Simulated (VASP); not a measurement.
Here is a VASP 6.6.1 calculation.

Contents of INCAR:

```
PREC = Accurate ; ENCUT = 520
EDIFF = 1E-7 ; ISMEAR = -1
SIGMA = 0.02 ; LREAL = F
LASPH = T ; NELM = 80
ALGO = Normal ; ISIF = 2
LWAVE = F ; LCHARG = F
GGA = PE ; NBANDS = 17
```

The input KPOINTS:

```
Automatic mesh
0
Gamma
  6 6 6
```

The input POSCAR:

```
SnTe
1.0
    0.0000000000      3.5839840145      3.5839840145
    3.5839840145      0.0000000000      3.5839840145
    3.5839840145      3.5839840145      0.0000000000
Sn Te
1 1
Direct
    0.0000000000      0.0000000000      0.0000000000
    0.2500000000      0.2500000000      0.2500000000
```

Potentials or basis: VASP PAW PBE potentials, release 64 (Sn_d, Te).

Launch:

```console
$ cat potpaw_PBE.64/Sn_d/POTCAR potpaw_PBE.64/Te/POTCAR > POTCAR
$ mpirun -np 1 vasp_std > vasp.out
```

Question: Predict the band gap on the k mesh.

Answer: 0.22 eV (least direct gap 0.77 eV).

Question: Estimate the pressure.

Answer: 0.5 GPa.

Caveat: spin-orbit coupling is left out, which moves the levels of the heavy elements. A k mesh can miss the band edges.
